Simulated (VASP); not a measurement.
A run of VASP 6.6.1:

The input INCAR:

```
SYSTEM = Na
ALGO = Normal ; EDIFF = 1E-6
ENCUT = 520 ; GGA = PS
ISIF = 2 ; ISMEAR = 0
LASPH = .TRUE. ; LCHARG = .FALSE.
LREAL = .FALSE. ; LWAVE = .FALSE.
NBANDS = 10 ; NELM = 100
PREC = Accurate ; SIGMA = 0.15
```

File KPOINTS:

```
k-points
0
G
  16 16 16
  0 0 0
```

The input POSCAR:

```
Na
1.0
   -2.1492625000      2.1492625000      2.0857375000
    2.1492625000     -2.1492625000      2.0857375000
    2.1492625000      2.1492625000     -2.0857375000
Na
1
Direct
    0.0000000000      0.0000000000      0.0000000000
```

Potentials or basis: VASP PAW PBE potentials, release 64 (Na_pv).

Launch:

```bash
$ cat potpaw_PBE.64/Na_pv/POTCAR > POTCAR
$ mpirun -np 1 vasp_std > vasp.out
```

Hardware: 1 thread of Intel(R) Xeon(R) Platinum 8559C (Emerald Rapids), with other jobs on the host.

Problem. Estimate the wall time of this run.

Solution. It took 37 s on 1 thread of Intel(R) Xeon(R) Platinum 8559C (Emerald Rapids), with other jobs on the host, peak memory 0.23 GiB. Counts: scf iterations 9, k points 349.
